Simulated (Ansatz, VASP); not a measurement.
Two plane-wave programs on AgBr

The input INCAR:

```
PREC     = Accurate       # precision mode
ENCUT    = 500            # plane-wave cutoff, eV
EDIFF    = 1E-6           # SCF threshold, eV
ISMEAR   = 0              # smearing method
SIGMA    = 0.01           # smearing width, eV
LREAL    = False          # projectors in reciprocal space
LASPH    = True           # aspherical terms in the spheres
NELM     = 120            # most SCF steps
ALGO     = Normal         # electronic algorithm
ISIF     = 2              # what is computed and relaxed
LWAVE    = False          # write WAVECAR
LCHARG   = True           # write CHGCAR
GGA      = PE             # functional
LELF     = True           # ELF
LVHAR    = True         
NBANDS   = 16             # bands
GGA_COMPAT= False
```

Contents of KPOINTS:

```
regular mesh
0
Gamma
  6 6 6
```

The input POSCAR:

```
AgBr
1.0
    4.0590050000      0.0000000000      0.0000000000
    2.0295025000      3.5152014441      0.0000000000
    2.0295025000      1.1717338147      3.3141637045
Ag Br
1 1
Direct
    0.0000000000      0.0000000000      0.0000000000
    0.5000000000      0.5000000000      0.5000000000
```

Input for Ansatz:

```yaml
crystal:
  lattice:
    a: 4.059005
    b: 4.059005
    c: 4.059005
    alpha: 60.0
    beta: 60.0
    gamma: 60.0
  atoms:
    - { symbol: Ag, position: [0.0, 0.0, 0.0] }
    - { symbol: Br, position: [0.5, 0.5, 0.5] }
basis:
  ecutwfc: 470.0
kpoints:
  mp_grid:
    grid: [6, 6, 6]
hamiltonian:
  xc: pbe
scf:
  occupations:
    method: fixed
output:
  eigenvalues: true
```

Alike in both runs: task single point; functional PBE; k mesh 6 × 6 × 6; no spin polarisation.

|  | VASP | Ansatz |
| --- | --- | --- |
| version | VASP 6.6.1 | Ansatz 0.2.0 |
| potentials or method | VASP PAW PBE potentials, release 64 (Ag, Br), cutoff 500 eV | plane waves, PAW |
| occupations | gaussian, width 0.01 eV | fixed |
| valence electrons in the cell | 18 | 26 |

|  | VASP | Ansatz | Ansatz less VASP |
| --- | --- | --- | --- |
| gap on the k mesh at the Fermi level (eV) | 0.67 | 0.67 | +0.001 |

VASP's potentials hold 18 valence electrons a cell and Ansatz's 26, so a difference there can come from the potentials and not from the codes.
